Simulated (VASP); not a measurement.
# F (Fd-3m) in VASP: a series of runs

F is run at these levels: PBE; tasks: single point.

Program: VASP 6.6.1. These are calculated values, not measurements. Logs are shortened: lines on timing, memory, paths and dates and some standing lists are left out, and cuts for length are marked.

**1. The cell of the first run**

Symmetry: Fd-3m, No. 227, cubic system. The conventional cell has a = 3.920 Å, b = 3.920 Å, c = 3.920 Å, α = 90.00°, β = 90.00°, γ = 90.00°. F (site symmetry -43m) has 4 F at 1.70 Å within 2.3 Å.

**2. Single point, PBE (7.53 Å³/atom)**

Contents of POSCAR:

```
F
1.0
    0.0000000000      1.9599793590      1.9599793590
    1.9599793590      0.0000000000      1.9599793590
    1.9599793590      1.9599793590      0.0000000000
F
2
Direct
   -0.1250000000     -0.1250000000     -0.1250000000
    0.1250000000      0.1250000000      0.1250000000
```

Contents of INCAR.step1:

```
SYSTEM = F
  ALGO = Normal
  EDIFF = 1E-7
  ENCUT = 520
  GGA = PE
  ISIF = 2
  ISMEAR = -1
  LASPH = .TRUE.
  LCHARG = .TRUE.
  LREAL = .FALSE.
  LWAVE = .FALSE.
  NBANDS = 14
  NELM = 60
  PREC = Accurate
  SIGMA = 0.05
```

Contents of KPOINTS.step1:

```
k-points
0
G
  13 13 13
  0 0 0
```

Contents of INCAR.step2:

```
SYSTEM = F
  ALGO = Normal
  EDIFF = 1E-7
  ENCUT = 520
  GGA = PE
  ICHARG = 11
  ISIF = 2
  ISMEAR = -5
  LASPH = .TRUE.
  LCHARG = .FALSE.
  LORBIT = 10
  LREAL = .FALSE.
  LWAVE = .FALSE.
  NBANDS = 14
  NEDOS = 2001
  NELM = 60
  PREC = Accurate
  SIGMA = 0.05
```

Contents of KPOINTS.step2:

```
k-points
0
G
  20 20 20
  0 0 0
```

Potentials or basis: VASP PAW PBE potentials, release 64 (F).

Command:

```bash
$ cat potpaw_PBE.64/F/POTCAR > POTCAR
$ cp INCAR.step1 INCAR
$ cp KPOINTS.step1 KPOINTS
$ mpirun -np 1 vasp_std > vasp.out
$ cp INCAR.step2 INCAR
$ cp KPOINTS.step2 KPOINTS
$ mpirun -np 1 vasp_std > vasp.out
```

OUTCAR:

```text
SYSTEM = F
   EDIFF = 1E-7
   ENCUT = 520
   GGA = PE
   ICHARG = 11
   ISIF = 2
   ISMEAR = -5
   LASPH = .TRUE.
   LORBIT = 10
   LREAL = .FALSE.
   NELM = 60
   PREC = Accurate

 ion  position               nearest neighbor table
   1  0.875  0.875  0.875-   2 1.70   2 1.70   2 1.70   2 1.70
   2  0.125  0.125  0.125-   1 1.70   1 1.70   1 1.70   1 1.70

  LATTYP: Found a face centered cubic cell.
 ALAT       =     3.9199587180

  Lattice vectors:

 A1 = (   0.0000000000,   1.9599793590,   1.9599793590)
 A2 = (   1.9599793590,   0.0000000000,   1.9599793590)
 A3 = (   1.9599793590,   1.9599793590,   0.0000000000)

Analysis of symmetry for initial positions (statically):
=====================================================================
 Subroutine PRICEL returns:
 Original cell was already a primitive cell.

 Routine SETGRP: Setting up the symmetry group for a
 face centered cubic supercell.

 Subroutine GETGRP returns: Found 48 space group operations
 (whereof 12 operations were pure point group operations)
 out of a pool of 48 trial point group operations.

The static configuration has the point symmetry D_3d.
 The point group associated with its full space group is O_h .

Analysis of symmetry for dynamics (positions and initial velocities):
=====================================================================
 Subroutine PRICEL returns:
 Original cell was already a primitive cell.

 Routine SETGRP: Setting up the symmetry group for a
 face centered cubic supercell.

 Subroutine GETGRP returns: Found 48 space group operations
 (whereof 12 operations were pure point group operations)
 out of a pool of 48 trial point group operations.

The dynamic configuration has the point symmetry D_3d.
 The point group associated with its full space group is O_h .

 Subroutine INISYM returns: Found 48 space group operations
 (whereof 12 operations are pure point group operations),
 and found     1 'primitive' translations

----------------------------------------------------------------------------------------

                                     Primitive cell

  volume of cell :      15.0586

  direct lattice vectors                    reciprocal lattice vectors
     0.000000000  1.959979359  1.959979359    -0.255104727  0.255104727  0.255104727
     1.959979359  0.000000000  1.959979359     0.255104727 -0.255104727  0.255104727
     1.959979359  1.959979359  0.000000000     0.255104727  0.255104727 -0.255104727

  length of vectors
     2.771829391  2.771829391  2.771829391     0.441854349  0.441854349  0.441854349

  position of ions in fractional coordinates (direct lattice)
     0.875000000  0.875000000  0.875000000
     0.125000000  0.125000000  0.125000000

  ion indices of the primitive-cell ions
   primitive index   ion index
                 1           1
                 2           2

----------------------------------------------------------------------------------------

 KPOINTS: k-points

Automatic generation of k-mesh.
 Grid dimensions read from file:
 generate k-points for:   20   20   20

 Generating k-lattice:

  Cartesian coordinates                     Fractional coordinates (reciprocal lattice)
    -0.012755236  0.012755236  0.012755236     0.050000000  0.000000000  0.000000000
     0.012755236 -0.012755236  0.012755236     0.000000000  0.050000000  0.000000000
     0.012755236  0.012755236 -0.012755236     0.000000000  0.000000000  0.050000000

  Length of vectors
     0.022092717  0.022092717  0.022092717

  Shift w.r.t. Gamma in fractional coordinates (k-lattice)
     0.000000000  0.000000000  0.000000000

 TETIRR: Found   1093 inequivalent tetrahedra from    48000

 Subroutine IBZKPT returns following result:
 ===========================================

 Found    256 irreducible k-points:

 Following reciprocal coordinates:
            Coordinates               Weight
  0.000000  0.000000  0.000000      1.000000
  0.050000  0.000000  0.000000      8.000000
  0.100000  0.000000  0.000000      8.000000
  0.150000  0.000000  0.000000      8.000000
  0.200000  0.000000  0.000000      8.000000
  0.250000  0.000000  0.000000      8.000000
[... 16 lines left out ...]
 -0.400000  0.050000  0.000000     24.000000
 -0.350000  0.050000  0.000000     24.000000
 [... further k-points ...]
   k-points           NKPTS =    256   k-points in BZ     NKDIM =    256   number of bands    NBANDS=     14
   number of dos      NEDOS =   2001   number of ions     NIONS =      2
   total plane-waves  NPLWV =  13824
   dimension x,y,z NGX =    24 NGY =   24 NGZ =   24
   dimension x,y,z NGXF=    48 NGYF=   48 NGZF=   48
   ions per type =               2
   NGX,Y,Z   is equivalent  to a cutoff of  14.39, 14.39, 14.39 a.u.
   NGXF,Y,Z  is equivalent  to a cutoff of  28.79, 28.79, 28.79 a.u.
 SYSTEM =  F
   PREC   = accura    normal or accurate (medium, high low for compatibility)
   ISTART =      0    job   : 0-new  1-cont  2-samecut
   ICHARG =     11    charge: 1-file 2-atom 10-const
   ISPIN  =      1    spin polarized calculation?
   LNONCOLLINEAR =      F non collinear calculations
   LSORBIT =      F    spin-orbit coupling
   LASPH  =      T    aspherical Exc in radial PAW
   ENCUT  =  520.0 eV  38.22 Ry    6.18 a.u.   5.15  5.15  5.15*2*pi/ulx,y,z
   NELM   =     60;   NELMIN=  2; NELMDL=  0     # of ELM steps
   EDIFF  = 0.1E-06   stopping-criterion for ELM
   LREAL  =      F    real-space projection
   EDIFFG = 0.1E-05   stopping-criterion for IOM
   NSW    =      0    number of steps for IOM
   IBRION =     -1    ionic relax: 0-MD 1-quasi-New 2-CG
   NFREE  =      0    steps in history (QN), initial steepest desc. (CG)
   ISIF   =      2    stress and relaxation
   ISYM   =      2    0-nonsym 1-usesym 2-fastsym
   POTIM  = 0.5000    time-step for ionic-motion
   TEBEG  =    0.0;   TEEND  =   0.0 temperature during run
   PSTRESS=    0.0 pullay stress
   NELECT =      14.0000    total number of electrons
   NUPDOWN=      -1.0000    fix difference up-down
   EMIN   =  10.00;   EMAX   =-10.00  energy-range for DOS
   EFERMI =   0.00;   METHOD = LEGACY
   ISMEAR =    -5;   SIGMA  =   0.05  broadening in eV -4-tet -1-fermi 0-gaus
   EFERMI_NEDOS =   21; number of points for ismear=-14 and -15
   IALGO  =     38    algorithm
   IMIX   =      4    mixing-type and parameters
     AMIX     =   0.40;   BMIX     =  1.00
     AMIX_MAG =   1.60;   BMIX_MAG =  1.00
  volume/ion in A,a.u.               =       7.53        50.81
  Fermi-wavevector in a.u.,A,eV,Ry     =   1.597801  3.019406 34.735237  2.552968
  Thomas-Fermi vector in A             =   2.695350
   LORBIT       =     10    0 simple, 1 ext, 2 COOP (PROOUT), +10 PAW based schemes
   GGA     = PE    functional components
   LHFCALC =     F    Hartree Fock is set to
   AEXX    =    0.0000 exact exchange contribution
   IVDW    =     0    specifies the selected vdW correction
   LEPSILON=     F    determine dielectric tensor
   LRPA    =     F    only Hartree local field effects (RPA)
 non-spin polarized calculation
 Fermi weights with tetrahedron method with Bloechl corrections
  energy-cutoff  :      520.00
  volume of cell :       15.06
 maximum number of plane-waves:       419
 NGX is ok and might be reduce to    24

 number of electron      14.0000008 magnetization

 Free energy of the ion-electron system (eV)
  ---------------------------------------------------
  ext. energy  EPLUGINS =         0.00000000
  ---------------------------------------------------
  free energy    TOTEN  =         1.09248208 eV

  energy without entropy =        1.09248208  energy(sigma->0) =        1.09248208

 E-fermi :   2.3983     XC(G=0): -11.4575

 val. band max:        2.3858023992   @ k =   0.4000   0.2500   0.0000
 cond. band min:       2.3992879769   @ k =   0.4000   0.2000   0.0000
 fundamental gap:      0.0134855777
 Fermi energy:         2.3982576492

 k-point     1 :       0.0000    0.0000    0.0000
  band No.  band energies     occupation
      1     -25.7830      2.00000
      2     -16.1098      2.00000
      3      -3.5589      2.00000
      4      -3.5589      2.00000
      5      -3.5589      2.00000
      6       0.2632      2.00000
      7       0.2632      2.00000
      8       0.2632      2.00000
      9      13.1565      0.00000
     10      30.7956      0.00000
     11      30.7956      0.00000
     12      30.7956      0.00000
     13      31.6697      0.00000
     14      31.6697      0.00000

 k-point     2 :       0.0500    0.0000    0.0000
  band No.  band energies     occupation
      1     -25.7466      2.00000
      2     -16.1763      2.00000
      3      -3.5977      2.00000
      4      -3.5977      2.00000
      5      -3.5934      2.00000
      6       0.2946      2.00000
      7       0.3072      2.00000
      8       0.3072      2.00000
      9      13.2607      0.00000
     10      30.0419      0.00000
     11      30.0419      0.00000
     12      30.2376      0.00000
     13      32.5548      0.00000
     14      32.5548      0.00000

 k-point     3 :       0.1000    0.0000    0.0000
  band No.  band energies     occupation
      1     -25.6385      2.00000
      2     -16.3695      2.00000
      3      -3.7051      2.00000
      4      -3.7051      2.00000
      5      -3.6993      2.00000
      6       0.3967      2.00000
      7       0.4293      2.00000
      8       0.4293      2.00000
      9      13.5586      0.00000
     10      29.0719      0.00000
     11      29.1192      0.00000
     12      29.1192      0.00000
     13      33.8421      0.00000
     14      33.8421      0.00000

 k-point     4 :       0.1500    0.0000    0.0000
  band No.  band energies     occupation
      1     -25.4627      2.00000
      2     -16.6764      2.00000
      3      -3.8766      2.00000
      4      -3.8600      2.00000
      5      -3.8600      2.00000
      6       0.5823      2.00000
      7       0.6062      2.00000
      8       0.6062      2.00000
      9      14.0103      0.00000
     10      27.7724      0.00000
     11      28.3321      0.00000
     12      28.3321      0.00000
     13      35.0288      0.00000
     14      35.0294      0.00000

 k-point     5 :       0.2000    0.0000    0.0000
  band No.  band energies     occupation
      1     -25.2252      2.00000
      2     -17.0758      2.00000
      3      -4.1121      2.00000
      4      -4.0378      2.00000
      5      -4.0378      2.00000
      6       0.8098      2.00000
      7       0.8098      2.00000
      8       0.8518      2.00000
      9      14.5627      0.00000
     10      26.4770      0.00000
     11      27.6986      0.00000
[... 276 lines left out ...]
 k-point    22 :      -0.4500    0.0500    0.0000
  band No.  band energies     occupation
      1     -23.6513      2.00000
      2     -19.3447      2.00000
      3      -5.5238      2.00000
      4      -4.7132      2.00000
      5      -4.3682      2.00000
      6       1.5099      2.00000
      7       1.5837      2.00000
      8       2.4283      0.26892
      9      17.5141      0.00000
     10      21.0369      0.00000
     11      26.3618      0.00000
     12      26.5720      0.00000
     13      36.5834      0.00000
     14      36.6341      0.00000

 k-point    23 :      -0.4000    0.0500    0.0000
  band No.  band energies     occupation
      1     -23.8400      2.00000
      2     -19.0999      2.00000
      3      -5.4436      2.00000
      4      -4.6336      2.00000
      5      -4.3385      2.00000
      6       1.4725      2.00000
      7       1.4979      2.00000
      8       2.2937      2.11297
      9      17.1350      0.00000
     10      21.6008      0.00000
     11      26.2988      0.00000
     12      26.7618      0.00000
     13      36.1984      0.00000
     14      36.4976      0.00000

 k-point    24 :      -0.3500    0.0500    0.0000
  band No.  band energies     occupation
      1     -24.1316      2.00000
      2     -18.7088      2.00000
      3      -5.2923      2.00000
      4      -4.5160      2.00000
      5      -4.2667      2.00000
      6       1.3682      2.00000
      7       1.3734      2.00000
      8       2.0679      2.00000
      9      16.6087      0.00000
     10      22.4394      0.00000
     11      26.3061      0.00000
     12      27.0306      0.00000
     13      35.7230      0.00000
     14      36.3337      0.00000

 [... further k-points ...]

------------------------ aborting loop because EDIFF is reached ----------------------------------------

  FORCE on cell =-STRESS in cart. coord.  units (eV):
  Direction    XX          YY          ZZ          XY          YZ          ZX
  --------------------------------------------------------------------------------------
  -------------------------------------------------------------------------------------
  Total       12.0552704     12.0552704     12.0552704      0.0000000      0.0000000     -0.0000000
  in kB     1282.6348861   1282.6348861   1282.6348861      0.0000000      0.0000000     -0.0000000
  external PRESSURE =    1282.6348861 kB  Pullay stress =       0.0000000 kB

 VOLUME and BASIS-vectors are now :
 -----------------------------------------------------------------------------
  energy-cutoff  :      520.00
  volume of cell :       15.06
      direct lattice vectors                 reciprocal lattice vectors
     0.000000000  1.959979359  1.959979359    -0.255104727  0.255104727  0.255104727
     1.959979359  0.000000000  1.959979359     0.255104727 -0.255104727  0.255104727
     1.959979359  1.959979359  0.000000000     0.255104727  0.255104727 -0.255104727

 POSITION                                       TOTAL-FORCE (eV/Angst)
 -----------------------------------------------------------------------------------
      3.42996      3.42996      3.42996        -0.000000     -0.000000     -0.000000
      0.48999      0.48999      0.48999         0.000000      0.000000      0.000000
 -----------------------------------------------------------------------------------
    total drift:                                0.000000      0.000000      0.000000

  FREE ENERGIE OF THE ION-ELECTRON SYSTEM (eV)
  ---------------------------------------------------
  free  energy   TOTEN  =         1.0924820822 eV

  energy  without entropy=        1.0924820822  energy(sigma->0) =        1.09248208

 total charge

# of ion       s       p       d       tot
------------------------------------------
    1        1.818   4.107   0.000   5.925
    2        1.818   4.107   0.000   5.925
--------------------------------------------------
tot          3.636   8.215   0.000  11.851
```

It took 54 s on 1 thread of Intel Xeon 8259CL, shared host; peak memory 0.15 GiB.

Results:

```
Valence electrons inside the program's atomic spheres : F 5.92
```

Caveat: tetrahedron occupations give inexact forces and stress in metals.

**3. Single point, PBE**

This run uses another cell than the first one, of 14.48 Å³/atom.

Contents of POSCAR:

```
F
1.0
    0.0000000000      2.4373452414      2.4373452414
    2.4373452414      0.0000000000      2.4373452414
    2.4373452414      2.4373452414      0.0000000000
F
2
Direct
   -0.1250000000     -0.1250000000     -0.1250000000
    0.1250000000      0.1250000000      0.1250000000
```

Contents of INCAR.step1:

```
PREC = Accurate
ENCUT = 520
EDIFF = 1E-6
ISMEAR = -1
SIGMA = 0.05
LREAL = False
LASPH = True
NELM = 60
ALGO = Normal
ISIF = 2
LWAVE = False
LCHARG = True
GGA = PE
NBANDS = 14
```

Contents of KPOINTS.step1:

```
Automatic mesh
0
Gamma
  13 13 13
```

Contents of INCAR.step2:

```
PREC = Accurate
ENCUT = 520
EDIFF = 1E-6
ISMEAR = -5
SIGMA = 0.05
LREAL = False
LASPH = True
NELM = 60
ALGO = Normal
ISIF = 2
LWAVE = False
LCHARG = False
GGA = PE
LORBIT = 11
NBANDS = 14
NEDOS = 1001
ICHARG = 11
```

Contents of KPOINTS.step2:

```
Automatic mesh
0
Gamma
  20 20 20
```

Potentials or basis: VASP PAW PBE potentials, release 64 (F).

Command:

```bash
$ cat potpaw_PBE.64/F/POTCAR > POTCAR
$ cp INCAR.step1 INCAR
$ cp KPOINTS.step1 KPOINTS
$ mpirun -np 1 vasp_std > vasp.out
$ cp INCAR.step2 INCAR
$ cp KPOINTS.step2 KPOINTS
$ mpirun -np 1 vasp_std > vasp.out
```

OUTCAR:

```text
PREC = Accurate
   ENCUT = 520
   EDIFF = 1E-6
   ISMEAR = -5
   LREAL = False
   LASPH = True
   NELM = 60
   ISIF = 2
   GGA = PE
   LORBIT = 11
   ICHARG = 11

 ion  position               nearest neighbor table
   1  0.875  0.875  0.875-
   2  0.125  0.125  0.125-

  LATTYP: Found a face centered cubic cell.
 ALAT       =     4.8746904828
[... 606 lines left out ...]
  --------------------------------------------------------------------------------------
  -------------------------------------------------------------------------------------
  Total       -0.2036450     -0.2036450     -0.2036450     -0.0000000      0.0000000     -0.0000000
  in kB      -11.2668698    -11.2668698    -11.2668698     -0.0000000      0.0000000     -0.0000000
  external PRESSURE =     -11.2668698 kB  Pullay stress =       0.0000000 kB

 VOLUME and BASIS-vectors are now :
 -----------------------------------------------------------------------------
  energy-cutoff  :      520.00
  volume of cell :       28.96
      direct lattice vectors                 reciprocal lattice vectors
     0.000000000  2.437345241  2.437345241    -0.205141230  0.205141230  0.205141230
     2.437345241  0.000000000  2.437345241     0.205141230 -0.205141230  0.205141230
     2.437345241  2.437345241  0.000000000     0.205141230  0.205141230 -0.205141230

 POSITION                                       TOTAL-FORCE (eV/Angst)
 -----------------------------------------------------------------------------------
      4.26535      4.26535      4.26535        -0.000000     -0.000000     -0.000000
      0.60934      0.60934      0.60934         0.000000      0.000000      0.000000
 -----------------------------------------------------------------------------------
    total drift:                                0.000000      0.000000     -0.000000

  FREE ENERGIE OF THE ION-ELECTRON SYSTEM (eV)
  ---------------------------------------------------
  free  energy   TOTEN  =        -1.9023620483 eV

  energy  without entropy=       -1.9023620483  energy(sigma->0) =       -1.90236205

 total charge

# of ion       s       p       d       tot
------------------------------------------
    1        1.774   3.990   0.000   5.765
    2        1.774   3.990   0.000   5.765
--------------------------------------------------
tot          3.549   7.981   0.000  11.529
```

OSZICAR.step1:

```text
N       E                     dE             d eps       ncg     rms          rms(c)
DAV:   1     0.643910696985E+02    0.64391E+02   -0.81826E+03  2400   0.939E+02
DAV:   2     0.592448097257E-01   -0.64332E+02   -0.62181E+02  2844   0.222E+02
DAV:   3    -0.192026989638E+01   -0.19795E+01   -0.19401E+01  2880   0.356E+01
DAV:   4    -0.192807790278E+01   -0.78080E-02   -0.78078E-02  2856   0.260E+00
DAV:   5    -0.192811317604E+01   -0.35273E-04   -0.35273E-04  2952   0.155E-01    0.229E-01
DAV:   6    -0.192865401378E+01   -0.54084E-03   -0.13754E-04  2820   0.129E-01    0.139E-01
DAV:   7    -0.192908768361E+01   -0.43367E-03   -0.13061E-04  2832   0.132E-01    0.170E-02
DAV:   8    -0.192909428357E+01   -0.66000E-05   -0.79230E-06  2958   0.275E-02    0.442E-03
DAV:   9    -0.192909458936E+01   -0.30579E-06   -0.50387E-07  2016   0.775E-03
   1 F= -.19290946E+01 E0= -.19026729E+01  d E =-.528434E-01
```

Run time: 1.8 min. Hardware: 1 thread of Intel Xeon 8259CL, shared host; peak memory 0.2 GiB.

What came out:

```yaml
Valence_electrons_inside_the_program's_atomic_spheres: F 5.76
```

Caveat: tetrahedron occupations give inexact forces and stress in metals.
